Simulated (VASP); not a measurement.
Input of a VASP 6.6.1 run:

File INCAR:

```
PREC = Accurate
ENCUT = 520
EDIFF = 1E-6
ISMEAR = 0
SIGMA = 0.05
LREAL = False
LASPH = True
NELM = 80
ALGO = Normal
ISIF = 2
LWAVE = False
LCHARG = False
GGA = PE
NBANDS = 19
```

The input KPOINTS:

```
regular mesh
0
Gamma
  6 6 6
```

Contents of POSCAR:

```
SrCl2
1.0
    0.0000000000      3.6131342603      3.4989592177
    3.6131342603      0.0000000000      3.4989592177
    3.6131342603      3.6131342603      0.0000000000
Sr Cl
1 2
Direct
    0.0000000000      0.0000000000      0.0000000000
    0.2500000000      0.2500000000      0.2500000000
    0.7500000000      0.7500000000      0.7500000000
```

Potentials or basis: VASP PAW PBE potentials, release 64 (Sr_sv, Cl).

Launch:

```console
$ cat potpaw_PBE.64/Sr_sv/POTCAR potpaw_PBE.64/Cl/POTCAR > POTCAR
$ mpirun -np 1 vasp_std > vasp.out
```

**Question.** What does it give for the band gap on the k mesh?

**Answer.** 4.91 eV, indirect (least direct gap 5.19 eV).

**Question.** Predict the pressure.

**Answer.** -1.3 GPa.

Stress tensor (GPa, compression positive):
```
-1.83  0.00  0.00
 0.00 -1.83  0.00
 0.00  0.00 -0.33
```

 A k mesh can miss the band edges.
